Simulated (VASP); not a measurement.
Input of a VASP 6.6.1 run:

File INCAR:

```
SYSTEM = TiB2
ALGO = Normal ; EDIFF = 1E-7
ENCUT = 520 ; GGA = PE
ISIF = 2 ; ISMEAR = 0
LASPH = .TRUE. ; LCHARG = .FALSE.
LREAL = .FALSE. ; LWAVE = .FALSE.
NBANDS = 16 ; NELM = 60
PREC = Accurate ; SIGMA = 0.1
```

Contents of KPOINTS:

```
k-points
0
G
  15 15 14
  0 0 0
```

POSCAR

```
TiB2
1.0
    3.0292000000      0.0000000000      0.0000000000
   -1.5146000000      2.6233641531      0.0000000000
    0.0000000000      0.0000000000      3.2284000000
Ti B
1 2
Direct
    0.0000000000      0.0000000000      0.0000000000
    0.3333333333      0.6666666667      0.5000000000
    0.6666666667      0.3333333333      0.5000000000
```

Potentials or basis: VASP PAW PBE potentials, release 64 (Ti_sv, B).

Launch:

```bash
$ cat potpaw_PBE.64/Ti_sv/POTCAR potpaw_PBE.64/B/POTCAR > POTCAR
$ mpirun -np 1 vasp_std > vasp.out
```

Problem. What does it give for the band gap on the k mesh?

Solution. Zero (band 9 reaches 10.41 eV, above the bottom of band 10 at 9.82 eV).

Problem. Estimate the pressure.

Solution. 0.4 GPa.

Stress tensor (GPa, compression positive):
```
 0.74  0.00  0.00
 0.00  0.74  0.00
 0.00  0.00 -0.27
```
